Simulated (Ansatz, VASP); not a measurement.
This is a calculation of Sb for Ansatz 0.2.0.

The input input.yaml:

```yaml
crystal:
  lattice:
    - [3.1634909488, 0.0, 0.0]
    - [0.0, 4.404728745, 0.0]
    - [-0.0394270982, 0.0, 4.4638303856]
  atoms:
    - { symbol: Sb, position: [0.011389, 0.25, 0.241166] }
    - { symbol: Sb, position: [0.988611, 0.75, 0.758834] }
hamiltonian:
  xc: pbesol
  pseudopotentials: { kind: paw }
kpoints:
  mp_grid: { grid: [9, 6, 6] }
scf:
  occupations: { method: fermi_dirac, width: 0.05 }
output:
  forces: true
  stress: true
  eigenvalues: true
```

Potentials or basis: Ansatz PAW.

Launch:

```sh
$ ansatz run input.yaml --threads 1 --pin off --max-ram 3584MiB --backend cpu --events-out ev --progress --plain --runs-dir out
```

Problem. Set up the same calculation for VASP 6.6.1. Potentials there: VASP PAW PBE potentials, release 64 (Sb).

Solution. As run (the cutoff follows the program's own potentials):

INCAR

```
PREC = Accurate
ENCUT = 520
EDIFF = 1E-6
ISMEAR = -1
SIGMA = 0.05
LREAL = F
LASPH = T
NELM = 100
ALGO = Normal
ISIF = 2
LWAVE = F
LCHARG = F
GGA = PS
NBANDS = 12
```

Contents of KPOINTS:

```
Automatic mesh
0
Gamma
  9 6 6
```

The input POSCAR:

```
Sb
1.0
    3.1634909488      0.0000000000      0.0000000000
    0.0000000000      4.4047287450      0.0000000000
   -0.0394270982      0.0000000000      4.4638303856
Sb
2
Direct
    0.0113890000      0.2500000000      0.2411660000
    0.9886110000      0.7500000000      0.7588340000
```

Potentials or basis: VASP PAW PBE potentials, release 64 (Sb).

The run is started by

```console
$ cat potpaw_PBE.64/Sb/POTCAR > POTCAR
$ mpirun -np 1 vasp_std > vasp.out
```

Both were run:

|  | VASP | Ansatz | Ansatz less VASP |
| --- | --- | --- | --- |
| gap on the k mesh at the Fermi level (eV) | none | none | - |
| pressure (GPa) | -4.0 | -4.0 | -0.05 |
| traceless stress, the component that is largest in VASP (GPa) | 0.43 | 0.44 | +0.011 |
| rms of the force components (eV/Å) | 0.020 | 0.023 | +0.0023 |

VASP's potentials were made for PBE, not for PBEsol. Atom by atom the forces differ by 0.005 eV/Å (rms over components). A gap of «none» marks a metal or a gap that the smearing closes. VASP's potentials hold 10 valence electrons a cell and Ansatz's 30, so a difference there can come from the potentials and not from the codes.

Neither program's run includes spin-orbit coupling.
